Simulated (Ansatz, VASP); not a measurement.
# AlN: VASP beside Ansatz

INCAR

```
PREC     = Accurate       # precision mode
ENCUT    = 520            # plane-wave cutoff, eV
EDIFF    = 1E-6           # SCF threshold, eV
ISMEAR   = -1             # smearing method
SIGMA    = 0.02           # smearing width, eV
LREAL    = F              # projectors in reciprocal space
LASPH    = T              # aspherical terms in the spheres
NELM     = 60             # most SCF steps
ALGO     = Normal         # electronic algorithm
ISIF     = 2              # what is computed and relaxed
LWAVE    = F              # write WAVECAR
LCHARG   = F              # write CHGCAR
GGA      = PS             # functional
NBANDS   = 16             # bands
```

Contents of KPOINTS:

```
Automatic mesh
0
Gamma
  11 11 6
```

File POSCAR:

```
AlN
1.0
    3.1519410852      0.0000000000      0.0000000000
   -1.5759705426      2.7296610510      0.0000000000
    0.0000000000      0.0000000000      5.0435075122
Al N
2 2
Direct
    0.3333333333      0.6666666667      0.0000000000
    0.6666666667      0.3333333333      0.5000000000
    0.3333333333      0.6666666667      0.3850000000
    0.6666666667      0.3333333333      0.8850000000
```

Input for Ansatz:

```yaml
crystal:
  lattice:
    - [3.1519410852, 0.0, 0.0]
    - [-1.5759705426, 2.729661051, 0.0]
    - [0.0, 0.0, 5.0435075122]
  atoms:
    - { symbol: Al, position: [0.3333333333, 0.6666666667, 0.0] }
    - { symbol: Al, position: [0.6666666667, 0.3333333333, 0.5] }
    - { symbol: "N", position: [0.3333333333, 0.6666666667, 0.385] }
    - { symbol: "N", position: [0.6666666667, 0.3333333333, 0.885] }
kpoints:
  mp_grid: { grid: [11, 11, 6] }
  band_path:
    path:
      - [0.0, 0.0, 0.0]
      - [0.5, 0.0, 0.0]
      - [0.3333333333, 0.3333333333, 0.0]
      - [0.0, 0.0, 0.0]
      - [0.0, 0.0, 0.5]
      - [0.5, 0.0, 0.5]
      - [0.3333333333, 0.3333333333, 0.5]
      - [0.0, 0.0, 0.5]
      - [0.5, 0.0, 0.5]
    npoints: 5
scf:
  occupations: { method: fermi_dirac, width: 0.02 }
hamiltonian:
  xc: pbesol
  pseudopotentials: { kind: all_electron, lapw: { basis_error: 0.001 } }
output:
  forces: true
  stress: true
  eigenvalues: true
```

Change from the starting cell: volume scaled by 1.04.

Alike in both runs: task single point; functional PBEsol; k mesh 11 × 11 × 6; occupations fermi-dirac, width 0.02 eV; no spin polarisation.

|  | VASP | Ansatz |
| --- | --- | --- |
| version | VASP 6.6.1 | Ansatz 0.2.0 |
| potentials or method | VASP PAW PBE potentials, release 64 (Al, N), cutoff 520 eV | all-electron LAPW, scalar-relativistic |

```tsv
	VASP	Ansatz	Ansatz less VASP
gap on the k mesh at the Fermi level (eV)	3.75	3.75	-0.005
pressure (GPa)	-6.9	-6.9	-0.06
traceless stress, the component that is largest in VASP (GPa)	-0.69	-0.67	+0.020
rms of the force components (eV/Å)	0.101	0.101	-0.0005
```

VASP's potentials were made for PBE, not for PBEsol. Atom by atom the forces differ by 0.001 eV/Å (rms over components). Ansatz ran all-electron here, and VASP with PAW potentials.
